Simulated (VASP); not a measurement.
Here is a VASP 6.6.1 calculation.

The input INCAR:

```
ALGO = Normal
EDIFF = 1E-6
ENCUT = 520
GGA = PE
ISIF = 2
ISMEAR = 0
IVDW = 12
LASPH = True
LCHARG = False
LREAL = False
LWAVE = False
NBANDS = 11
NELM = 60
PREC = Accurate
SIGMA = 0.01
```

The input KPOINTS:

```
k-points
0
Gamma
  12 12 12
```

The input POSCAR:

```
BN
1.0
    1.2537211070      0.7238362186      3.3562400740
   -1.2537211070      0.7238362186      3.3562400740
    0.0000000000     -1.4476724372      3.3562400740
B N
1 1
Direct
    0.9996704986      0.9996704986      0.9996704986
    0.3327625014      0.3327625014      0.3327625014
```

Potentials or basis: VASP PAW PBE potentials, release 64 (B, N).

Run with:

```bash
$ cat potpaw_PBE.64/B/POTCAR potpaw_PBE.64/N/POTCAR > POTCAR
$ mpirun -np 1 vasp_std > vasp.out
```

(1) Predict the band gap on the k mesh.

(2) Estimate the pressure.

Results:

(1) 4.26 eV, indirect (least direct gap 4.68 eV).

(2) -0.4 GPa.
